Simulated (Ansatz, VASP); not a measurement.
**One calculation of LiLuSe2, two programs**

```xyz
16
Lattice="0.0000 5.6391 5.6391 5.6391 0.0000 5.6391 5.6391 5.6391 0.0000" Properties=species:S:1:pos:R:3 pbc="T T T"
Li    1.4098    1.4098    1.4098
Li    1.4098    4.2293    4.2293
Li    4.2293    4.2293    1.4098
Li    4.2293    1.4098    4.2293
Lu    7.0489    7.0489    7.0489
Lu    7.0489    4.2293    4.2293
Lu    4.2293    4.2293    7.0489
Lu    4.2293    7.0489    4.2293
Se    4.2320    4.2320    4.2320
Se    9.8657    7.0516    7.0516
Se    7.0461    7.0461    4.2320
Se    7.0516    9.8657    7.0516
Se    4.2320    7.0461    7.0461
Se    9.8657    9.8657    9.8657
Se    7.0461    4.2320    7.0461
Se    7.0516    7.0516    9.8657
```

Alike in both runs: functional PBE; k mesh 4 × 4 × 4; occupations gaussian, width 0.02 eV; no spin polarisation.

Ansatz relaxed the structure, and its values are those at the end. VASP's run is a single point on that final structure, the one shown.

|  | VASP | Ansatz |
| --- | --- | --- |
| version | VASP 6.6.1 | Ansatz 0.2.0 |
| potentials or method | VASP PAW PBE potentials, release 64 (Li_sv, Lu, Se), cutoff 520 eV | scalar-relativistic, plane waves, PAW |
| valence electrons in the cell | 160 | 240 |

```csv
,VASP,Ansatz,Ansatz less VASP
gap on the k mesh at the Fermi level (eV),1.62,1.63,+0.010
least direct gap on the mesh (eV),1.62,1.63,+0.010
rms of the force components (eV/Å),0.006,0.000,-0.0059
```

VASP's potentials hold 160 valence electrons a cell and Ansatz's 240, so a difference there can come from the potentials and not from the codes.

Neither program's run includes spin-orbit coupling. Noted on VASP's run: the cutoff is under 1.25 times that of the potentials, so the pressure is a little rough.
